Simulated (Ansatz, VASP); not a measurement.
**W in VASP and in Ansatz**

INCAR

```
ALGO     = Normal         # electronic algorithm
EDIFF    = 1E-6           # SCF threshold, eV
ENCUT    = 500            # plane-wave cutoff, eV
GGA      = PS             # functional
GGA_COMPAT= False        
ISIF     = 2              # what is computed and relaxed
ISMEAR   = 0              # smearing method
LASPH    = True           # aspherical terms in the spheres
LCHARG   = True           # write CHGCAR
LELF     = True           # ELF
LREAL    = False          # projectors in reciprocal space
LVHAR    = True         
LWAVE    = False          # write WAVECAR
NBANDS   = 13             # bands
NELM     = 120            # most SCF steps
PREC     = Accurate       # precision mode
SIGMA    = 0.15           # smearing width, eV
```

Contents of KPOINTS:

```
k-points
0
Gamma
  22 22 22
```

The input POSCAR:

```
W
1.0
    0.0000000000      2.0340422742      2.0340422742
    2.0340422742      0.0000000000      2.0340422742
    2.0340422742      2.0340422742      0.0000000000
W
1
Direct
    0.0000000000      0.0000000000      0.0000000000
```

Input for Ansatz:

```yaml
crystal:
  lattice:
    - [0.0, 2.0340422742, 2.0340422742]
    - [2.0340422742, 0.0, 2.0340422742]
    - [2.0340422742, 2.0340422742, 0.0]
  atoms:
    - { symbol: W, position: [0.0, 0.0, 0.0] }
basis:
  ecutwfc: 420
kpoints:
  mp_grid: { grid: [22, 22, 22] }
hamiltonian:
  xc: pbesol
  pseudopotentials: { kind: paw, azcp: { folder: soft_1 } }
scf:
  occupations: { method: gaussian, width: 0.15 }
output:
  forces: true
  stress: true
  eigenvalues: true
```

Alike in both runs: task single point; functional PBEsol; k mesh 22 × 22 × 22; occupations gaussian, width 0.15 eV; no spin polarisation.

|  | VASP | Ansatz |
| --- | --- | --- |
| version | VASP 6.6.1 | Ansatz 0.2.0 |
| potentials or method | VASP PAW PBE potentials, release 64 (W_sv), cutoff 500 eV | scalar-relativistic, plane waves, PAW |
| valence electrons in the cell | 14 | 14 |

Ansatz gave:

| Item | Value |
| --- | --- |
| gap on the k mesh at the Fermi level (eV) | none |
| pressure (GPa) | -14.2 |

Problem. Estimate VASP's values.

Solution. gap on the k mesh at the Fermi level (eV): none; pressure (GPa): -13.8.

VASP's potentials were made for PBE, not for PBEsol, and Ansatz warns of the same on its side. A gap of «none» marks a metal or a gap that the smearing closes.

Spin-orbit coupling is off throughout.
